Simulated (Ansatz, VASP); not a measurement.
# NaCl in VASP and in Ansatz

INCAR

```
PREC = Accurate
ENCUT = 520
EDIFF = 1E-6
ISMEAR = 0
SIGMA = 0.01
LREAL = F
LASPH = T
NELM = 60
ALGO = Normal
ISIF = 2
LWAVE = F
LCHARG = T
GGA = PS
LELF = T
LVHAR = T
NBANDS = 14
```

File KPOINTS:

```
regular mesh
0
Gamma
  8 8 8
```

POSCAR

```
NaCl
1.0
    0.0000000000      2.8149573003      2.8149573003
    2.8149573003      0.0000000000      2.8149573003
    2.8149573003      2.8149573003      0.0000000000
Na Cl
1 1
Direct
    0.0000000000      0.0000000000      0.0000000000
    0.5000000000      0.5000000000      0.5000000000
```

Input for Ansatz:

```yaml
crystal:
  lattice:
    - [0.0, 2.8149573003, 2.8149573003]
    - [2.8149573003, 0.0, 2.8149573003]
    - [2.8149573003, 2.8149573003, 0.0]
  atoms:
    - { symbol: Na, position: [0.0, 0.0, 0.0] }
    - { symbol: Cl, position: [0.5, 0.5, 0.5] }
kpoints:
  mp_grid: { grid: [8, 8, 8] }
scf:
  occupations: { method: fixed }
  convergence: { dr2_threshold: 1.0e-10 }
hamiltonian:
  xc: pbesol
  pseudopotentials: { kind: all_electron, lapw: { basis_error: 0.0005 } }
output:
  forces: true
  stress: true
  eigenstates:
    kpoints:
      - [0.0, 0.0, 0.0]
      - [-0.5, 0.0, -0.5]
      - [0.0, -0.5, -0.5]
      - [-0.5, -0.5, 0.0]
      - [-0.5, 0.0, 0.0]
      - [0.0, -0.5, 0.0]
      - [0.0, 0.0, -0.5]
      - [-0.5, -0.5, -0.5]
  eigenvalues: true
```

Alike in both runs: task single point; functional PBEsol; k mesh 8 × 8 × 8; no spin polarisation.

|  | VASP | Ansatz |
| --- | --- | --- |
| version | VASP 6.6.1 | Ansatz 0.2.0 |
| potentials or method | VASP PAW PBE potentials, release 64 (Na_pv, Cl), cutoff 520 eV | all-electron LAPW, scalar-relativistic |
| occupations | gaussian, width 0.01 eV | fixed |

|  | VASP | Ansatz | Ansatz less VASP |
| --- | --- | --- | --- |
| gap on the k mesh at the Fermi level (eV) | 4.95 | 4.96 | +0.004 |
| pressure (GPa) | -0.4 | -0.4 | -0.01 |

VASP's potentials were made for PBE, not for PBEsol. Ansatz ran all-electron here, and VASP with PAW potentials.
